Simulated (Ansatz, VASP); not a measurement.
One calculation of HgTe, two programs

```
CELL_PARAMETERS angstrom
0.06447 3.25574 3.25574
3.25574 0.06447 3.25574
3.25574 3.25574 0.06447
ATOMIC_POSITIONS crystal
Hg 0.00000 0.00000 0.00000
Te 0.75000 0.75000 0.75000
```

Change from the starting cell: equal xy, yz and zx shear strains of +2 %, crystal datasets.

Alike in both runs: task electric field gradients; functional PBEsol; k mesh 9 × 9 × 9; occupations fermi-dirac, width 0.05 eV; no spin polarisation.

|  | VASP | Ansatz |
| --- | --- | --- |
| version | VASP 6.6.1 | Ansatz 0.2.0 |
| potentials or method | VASP PAW PBE potentials, release 64 (Hg, Te), cutoff 520 eV | all-electron PAW with datasets made for the crystal, scalar-relativistic |

```csv
,VASP,Ansatz,Ansatz less VASP
pressure (GPa),1.5,1.4,-0.12
"traceless stress, the component that is largest in VASP (GPa)",-0.81,-0.79,+0.012
rms of the force components (eV/Å),0.108,0.104,-0.0030
size of Vzz on the site where it differs most (V/Å²),56.3,47.4,-8.90
```

VASP's potentials were made for PBE, not for PBEsol. Atom by atom the forces differ by 0.003 eV/Å (rms over components). Ansatz ran all-electron here, and VASP with PAW potentials.

Spin-orbit coupling is off throughout.
